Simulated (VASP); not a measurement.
Wanted: the native input for a VASP 6.6.1 run.

```yaml
Task: single point
Functional: r2SCAN
Potentials_or_basis: VASP PAW PBE potentials, release 64 (Ti_sv)
Cutoff: 520 eV
k_mesh: 26 × 26 × 26
Occupations: gaussian, width 0.15 eV
Spin: no spin polarisation
Dipole_correction: no
Further_INCAR_settings: ALGO = Normal; EDIFF = 1e-06; NBANDS = 12
```

Ti:

```xyz
1
Lattice="-1.6259 1.6259 1.5446 1.6259 -1.6259 1.5446 1.6259 1.6259 -1.5446" Properties=species:S:1:pos:R:3 pbc="T T T"
Ti    0.0000    0.0000    0.0000
```

This cell differs from its parent crystal: strain +0.000 along x and y, -0.050 along z.

These files were run (other wordings do the same):

POSCAR

```
Ti
1.0
   -1.6258948707      1.6258948707      1.5446001272
    1.6258948707     -1.6258948707      1.5446001272
    1.6258948707      1.6258948707     -1.5446001272
Ti
1
Direct
    0.0000000000      0.0000000000      0.0000000000
```

INCAR.step1

```
PREC = Accurate
ENCUT = 520
ISMEAR = 0
SIGMA = 0.15
LREAL = False
LASPH = True
NELM = 60
NBANDS = 12
GGA = PE
ALGO = Normal
EDIFF = 1E-4
LWAVE = True
LCHARG = False
```

INCAR.step2

```
PREC = Accurate
ENCUT = 520
EDIFF = 1E-6
ISMEAR = 0
SIGMA = 0.15
LREAL = False
LASPH = True
NELM = 60
ALGO = Normal
ISIF = 2
LWAVE = False
LCHARG = False
METAGGA = R2SCAN
LMIXTAU = True
NBANDS = 12
ISTART = 1
```

KPOINTS

```
Automatic mesh
0
Gamma
  26 26 26
```

Potentials or basis: VASP PAW PBE potentials, release 64 (Ti_sv).

Command:

```console
$ cat potpaw_PBE.64/Ti_sv/POTCAR > POTCAR
$ cp INCAR.step1 INCAR
$ mpirun -np 1 vasp_std > vasp.out
$ cp INCAR.step2 INCAR
$ mpirun -np 1 vasp_std > vasp.out
```

It gave:

```
Pressure               : 6.8 GPa
Band gap on the k mesh : zero (bands 6 and 7 overlap by 1.88 eV)
```

Caveat: the cell differs from its parent crystal (strain +0.000 along x and y, -0.050 along z); the cell stands under pressure; the PAW data sets were made with another functional, which shifts forces and pressure a little.

Run time: 12 min on 1 thread of Intel(R) Xeon(R) 6975P-C (Granite Rapids), with other jobs on the host, peak memory 0.36 GiB.
